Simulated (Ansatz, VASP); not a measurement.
**Zn: VASP beside Ansatz**

File INCAR:

```
  ALGO = Normal
  EDIFF = 1E-6
  ENCUT = 520
  GGA = RP
  ISIF = 2
  ISMEAR = -1
  LASPH = True
  LCHARG = False
  LREAL = False
  LWAVE = False
  NBANDS = 19
  NELM = 100
  PREC = Accurate
  SIGMA = 0.1
```

The input KPOINTS:

```
k-points
0
Gamma
  10 10 10
```

Contents of POSCAR:

```
Zn
1.0
    0.0000000000      3.0639625437      3.0639625437
    3.0639625437      0.0000000000      3.0639625437
    3.0639625437      3.0639625437      0.0000000000
Zn
2
Direct
    0.1250000000      0.1250000000      0.1250000000
    0.8750000000      0.8750000000      0.8750000000
```

Input for Ansatz:

```yaml
crystal:
  lattice:
    - [0.0, 3.0639625437, 3.0639625437]
    - [3.0639625437, 0.0, 3.0639625437]
    - [3.0639625437, 3.0639625437, 0.0]
  atoms:
    - { symbol: Zn, position: [0.125, 0.125, 0.125] }
    - { symbol: Zn, position: [0.875, 0.875, 0.875] }
hamiltonian:
  xc: rpbe
  pseudopotentials:
    kind: paw
    azcp:
      Zn: "pseudopotentials/Zn.paw.azcp"
basis:
  ecutwfc: 420
  fft_grid_basis: typed
kpoints:
  mp_grid: { grid: [10, 10, 10], shift: [0, 0, 0] }
magnetization:
  spin_polarized: false
scf:
  occupations: { method: fermi_dirac, width: 0.1 }
  lower_state_search: "off"
output:
  stress: true
```

Alike in both runs: task single point; functional RPBE; k mesh 10 × 10 × 10; occupations fermi-dirac, width 0.1 eV; no spin polarisation.

|  | VASP | Ansatz |
| --- | --- | --- |
| version | VASP 6.6.1 | Ansatz 0.2.0 |
| potentials or method | VASP PAW PBE potentials, release 64 (Zn), cutoff 520 eV | plane waves (420 eV) with PAW, scalar-relativistic |
| valence electrons in the cell | 24 | 24 |

Ansatz gave:

```
pressure (GPa) : -1.1
```

Problem. Estimate VASP's values.

Solution. Pressure (GPa): -1.0.

VASP's potentials were made for PBE, not for RPBE.
